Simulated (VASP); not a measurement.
SiO2: single point with LDA

Crystal: SiO2.

```
Si O
1.0
     4.20500    0.00000    0.00000
     0.00000    4.20500    0.00000
     0.00000    0.00000    2.59740
Si O
2 4
Direct
  0.50000 0.50000 0.50000
  0.00000 0.00000 0.00000
  0.69443 0.69443 0.00000
  0.19443 0.80557 0.50000
  0.30557 0.30557 0.00000
  0.80557 0.19443 0.50000
```

| Quantity | Value |
| --- | --- |
| Program | VASP 6.6.1 |
| Task | single point |
| Functional | LDA |
| Potentials or basis | VASP PAW LDA potentials, release 64 (Si, O) |
| Cutoff | 520 eV |
| k mesh | 6 × 6 × 8 |
| Occupations | gaussian, width 0.05 eV |
| Spin | no spin polarisation |
| Dipole correction | no |
| Further INCAR settings | ALGO = Normal; EDIFF = 1e-06; NBANDS = 25 |

```json
{"Pressure": "3.2 GPa", "Largest force": "0.154 eV/Å", "Band gap on the k mesh": "5.94 eV, direct"}
```

Forces on the atoms (eV/Å):
```
Si   0.000  0.000  0.000
Si   0.000  0.000  0.000
O   -0.109 -0.109  0.000
O   -0.109  0.109  0.000
O    0.109  0.109  0.000
O    0.109 -0.109  0.000
```

Stress tensor (GPa, compression positive):
```
-3.33  0.00  0.00
 0.00 -3.33  0.00
 0.00  0.00 16.21
```

Levels at points of the mesh, in eV from the valence-band top:
| k point | band 12 | band 13 | band 14 | band 15 | band 16 | band 17 | band 18 | band 19 | band 20 | band 21 |
| --- | --- | --- | --- | --- | --- | --- | --- | --- | --- | --- |
| (0.00, 0.00, 0.00) | -3.02 | -2.38 | -0.94 | -0.94 | 0.00 | 5.94 | 7.03 | 8.89 | 8.89 | 10.68 |
| (0.50, 0.00, 0.00) | -4.04 | -2.59 | -2.59 | -1.13 | -1.13 | 8.09 | 8.09 | 9.40 | 9.40 | 10.61 |
| (0.50, 0.50, 0.00) | -3.14 | -2.67 | -2.67 | -2.47 | -2.47 | 7.75 | 7.75 | 10.35 | 10.35 | 12.69 |
| (0.00, 0.00, 0.50) | -4.82 | -3.12 | -3.12 | -2.77 | -2.77 | 9.00 | 9.00 | 12.42 | 12.42 | 12.51 |
| (0.50, 0.00, 0.50) | -4.14 | -2.41 | -2.41 | -1.83 | -1.83 | 8.63 | 8.63 | 9.56 | 9.56 | 11.97 |
| (0.50, 0.50, 0.50) | -4.69 | -1.88 | -1.88 | -1.61 | -1.61 | 7.06 | 7.06 | 10.76 | 10.76 | 11.32 |

Wall time 73 s on 1 thread of AMD EPYC 7R13, with other jobs on the host, peak memory 0.13 GiB.

A k mesh can miss the band edges. LDA gaps usually lie below the measured ones, often by a third to a half.
